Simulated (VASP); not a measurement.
Ag, 1 atom in the cell. Symmetry: Im-3m, No. 229, cubic system. Conventional cell: a = 2.993 Å, b = 2.993 Å, c = 2.993 Å, α = 90.00°, β = 90.00°, γ = 90.00°. Ag (site symmetry m-3m) has 14 Ag at 2.59 to 2.99 Å within 3.4 Å. 

```yaml
Program: VASP 6.6.1
Task: relaxation of cell and atoms
Functional: PBEsol
Potentials_or_basis: VASP PAW PBE potentials, release 64 (Ag)
Cutoff: 600 eV
k_mesh: 20 × 20 × 20
Occupations: gaussian, width 0.1 eV
Spin: no spin polarisation
Target_pressure: 50 GPa
Dipole_correction: no
Further_INCAR_settings: ALGO = Normal; EDIFF = 1e-06; IBRION = 2; EDIFFG = -0.008; NSW = 70; ISIF = 3
```

Potentials or basis: VASP PAW PBE potentials, release 64 (Ag).

Launch:

```sh
$ cat potpaw_PBE.64/Ag/POTCAR > POTCAR
$ mpirun -np 1 vasp_std > vasp.out
```

Hardware: 1 thread of Intel(R) Xeon(R) 6975P-C (Granite Rapids), with other jobs on the host.

How long does it take, and how much memory?

It took 24 s on 1 thread of Intel(R) Xeon(R) 6975P-C (Granite Rapids), on a shared host, peak memory 0.18 GiB. Counts: scf iterations 25, k points 256, ion steps 3.
